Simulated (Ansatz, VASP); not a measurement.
**Two plane-wave programs on InP**

The input POSCAR:

```
InP
1.0
    0.0000000000      3.0117459649      3.0117459649
    3.0117459649      0.0000000000      3.0117459649
    3.0117459649      3.0117459649      0.0000000000
In P
1 1
Direct
    0.0000000000      0.0000000000      0.0000000000
    0.2500000000      0.2500000000      0.2500000000
```

File INCAR.step1:

```
PREC = Accurate
ENCUT = 520
ISMEAR = 0
SIGMA = 0.01
LREAL = F
LASPH = T
NELM = 100
NBANDS = 16
GGA = PE
ALGO = Normal
EDIFF = 1E-4
LWAVE = T
LCHARG = F
```

INCAR.step2

```
PREC = Accurate
ENCUT = 520
EDIFF = 1E-6
ISMEAR = 0
SIGMA = 0.01
LREAL = F
LASPH = T
NELM = 100
ALGO = Normal
ISIF = 2
LWAVE = F
LCHARG = T
METAGGA = R2SCAN
LMIXTAU = T
LELF = T
LVHAR = T
NBANDS = 16
ISTART = 1
```

The input KPOINTS:

```
regular mesh
0
Gamma
  6 6 6
```

Input for Ansatz:

```yaml
crystal:
  lattice:
    - [0.0, 3.0117459649, 3.0117459649]
    - [3.0117459649, 0.0, 3.0117459649]
    - [3.0117459649, 3.0117459649, 0.0]
  atoms:
    - { symbol: In, position: [0.0, 0.0, 0.0] }
    - { symbol: P, position: [0.25, 0.25, 0.25] }
kpoints:
  mp_grid: { grid: [6, 6, 6] }
hamiltonian:
  xc: r2scan
scf:
  occupations: { method: fixed }
  n_extra_bands: 4
output:
  forces: true
  stress: true
  eigenvalues: true
```

Alike in both runs: task single point; functional r2SCAN; k mesh 6 × 6 × 6; no spin polarisation.

```csv
,VASP,Ansatz
version,VASP 6.6.1,Ansatz 0.2.0
potentials or method,"VASP PAW PBE potentials, release 64 (In_d, P)","plane waves, PAW"
plane-wave cutoff (eV),520,500
occupations,"gaussian, width 0.01 eV",fixed
valence electrons in the cell,18,18
```

```tsv
	VASP	Ansatz	Ansatz less VASP
gap on the k mesh at the Fermi level (eV)	0.69	0.68	-0.002
pressure (GPa)	-3.6	-3.5	+0.09
```

VASP's potentials were made for PBE, not for r2SCAN.
